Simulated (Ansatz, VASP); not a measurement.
# SnO2 in VASP and in Ansatz

```
Sn O
1.0
     4.71971    0.00000    0.00000
     0.00000    4.72971    0.00000
     0.00000    0.00000    3.18724
Sn O
2 4
Direct
  0.50000 0.50000 0.50000
  0.00000 0.00000 0.00000
  0.30424 0.30788 0.00000
  0.80424 0.19212 0.50000
  0.19576 0.80788 0.50000
  0.69576 0.69212 0.00000
```

Alike in both runs: task relaxation of cell and atoms; functional LDA; k mesh 6 × 6 × 8; occupations gaussian, width 0.02 eV; no spin polarisation.

```csv
,VASP,Ansatz
version,VASP 6.6.1,Ansatz 0.2.0
potentials or method,"VASP PAW LDA potentials, release 64 (Sn_d, O), cutoff 600 eV","scalar-relativistic, plane waves, PAW"
valence electrons in the cell,52,52
```

VASP gave:

* gap on the k mesh at the Fermi level, each at its own relaxed structure (eV): 1.15
* relaxed volume (Å³/atom): 11.90
* relaxed cell length with the largest relative difference (Å): 3.196

**Question.** Estimate Ansatz's values.

**Answer.** gap on the k mesh at the Fermi level, each at its own relaxed structure (eV): 1.16; relaxed volume (Å³/atom): 11.86; relaxed cell length with the largest relative difference (Å): 3.190.

LDA's correlation is that of Perdew and Zunger in VASP and of Perdew and Wang (1992) in Ansatz.
